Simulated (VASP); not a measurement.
Input of a VASP 6.6.1 run:

Contents of INCAR:

```
ALGO = Normal
EDIFF = 1E-7
ENCUT = 520
GGA = PE
ISIF = 2
ISMEAR = 0
LASPH = T
LCHARG = T
LELF = T
LREAL = F
LVHAR = T
LWAVE = F
NBANDS = 36
NELM = 80
PREC = Accurate
SIGMA = 0.1
```

File KPOINTS:

```
k-points
0
Gamma
  12 12 4
```

The input POSCAR:

```
ZnCd2Se3
1.0
    3.9606906753      0.0000000000      0.0000000000
   -1.9803453377      3.4300587414      0.0000000000
    0.0000000000      0.0000000000      9.7789228542
Zn Cd Se
1 2 3
Direct
    0.0000000000      0.0000000000      0.0000000000
    0.3333333333      0.6666666667      0.6730291779
    0.6666666667      0.3333333333      0.3269708221
    0.0000000000      0.0000000000      0.5000000000
    0.3333333333      0.6666666667      0.1507029409
    0.6666666667      0.3333333333      0.8492970591
```

Potentials or basis: VASP PAW PBE potentials, release 64 (Zn, Cd, Se).

The run is started by

```console
$ cat potpaw_PBE.64/Zn/POTCAR potpaw_PBE.64/Cd/POTCAR potpaw_PBE.64/Se/POTCAR > POTCAR
$ mpirun -np 1 vasp_std > vasp.out
```

(1) Estimate the largest force.

(2) What does it give for the band gap on the k mesh?

(3) What does it give for the pressure?

## Answers

(1) 0.017 eV/Å.

(2) zero (bands 27 and 28 overlap by 0.62 eV).

(3) 0.3 GPa.

Caveat: semilocal functionals underestimate gaps, and a narrow one can read as zero.
